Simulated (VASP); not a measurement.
## S: single point with PBEsol

The system is S.

```
S
1.0
     1.63850    0.94599    0.86133
    -1.63850    0.94599    0.86133
     0.00000   -1.89198    0.86133
S
1
Direct
  0.00000 0.00000 0.00000
```

- Program: VASP 6.6.1
- Task: single point
- Functional: PBEsol
- Potentials or basis: VASP PAW PBE potentials, release 64 (S)
- Cutoff: 500 eV
- k mesh: 12 × 12 × 12
- Occupations: methfessel-paxton, width 0.02 eV
- Spin: no spin polarisation
- Dipole correction: no
- Further INCAR settings: ALGO = Normal; EDIFF = 1e-06; NBANDS = 9

The pressure is 204.1 GPa and the band gap on the k mesh is zero (bands 3 and 4 overlap by 15.05 eV).

Stress tensor (GPa, compression positive):
```
205.03   0.00   0.00
  0.00 205.03   0.00
  0.00   0.00 202.21
```

Levels at points of the mesh, in eV from the Fermi level:
| k point | band 1 | band 2 | band 3 | band 4 | band 5 | band 6 | band 7 | band 8 |
| --- | --- | --- | --- | --- | --- | --- | --- | --- |
| (0.00, 0.00, 0.00) | -27.00 | 4.90 | 8.10 | 8.10 | 8.28 | 8.28 | 16.26 | 22.59 |
| (0.50, 0.00, 0.00) | -18.59 | -16.43 | 4.11 | 6.14 | 6.87 | 11.63 | 25.09 | 26.75 |
| (0.50, 0.50, 0.00) | -14.70 | -13.88 | -4.78 | 0.50 | 8.25 | 12.00 | 20.28 | 23.91 |
| (0.50, 0.50, 0.50) | -8.35 | -8.35 | -4.37 | -4.26 | -1.48 | -1.48 | 18.33 | 22.51 |

It took 4.4 s on 1 thread of AMD EPYC 9R45 96-Core Processor (Zen 5), with other jobs on the host, peak memory 0.09 GiB.

Caveat: the cell stands under pressure; the PAW data sets were made with another functional, which shifts forces and pressure a little.
